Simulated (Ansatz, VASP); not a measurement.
# One calculation of Rb3H2, two programs

```
Rb H
1.0
     3.52179    2.03330    6.41018
    -3.52179    2.03330    6.41018
     0.00000   -4.06661    6.41018
Rb H
6 4
Cartesian
  -1.3647 -2.0333 8.0127
  2.4432 -0.1652 8.0127
  -1.0785 2.1985 8.0127
  1.3647 2.0333 11.2178
  -2.4432 0.1652 11.2178
  1.0785 -2.1985 11.2178
  0.0000 0.0000 16.3879
  0.0000 0.0000 12.4579
  0.0000 0.0000 2.8427
  0.0000 0.0000 6.7726
```

Alike in both runs: task single point; functional PBE; k mesh 3 × 3 × 3; occupations gaussian, width 0.1 eV; no spin polarisation.

|  | VASP | Ansatz |
| --- | --- | --- |
| version | VASP 6.6.1 | Ansatz 0.2.0 |
| potentials or method | VASP PAW PBE potentials, release 64 (Rb_sv, H), cutoff 520 eV | scalar-relativistic, plane waves, PAW |
| valence electrons in the cell | 58 | 58 |

```csv
,VASP,Ansatz,Ansatz less VASP
gap on the k mesh at the Fermi level (eV),none,none,-
pressure (GPa),3.5,3.5,-0.01
"traceless stress, the component that is largest in VASP (GPa)",0.59,0.59,+0.001
rms of the force components (eV/Å),0.132,0.132,-0.0003
```

Atom by atom the forces differ by 0.000 eV/Å (rms over components). A gap of «none» marks a metal or a gap that the smearing closes.

The k mesh is coarse, so the values compare programs but aren't converged.
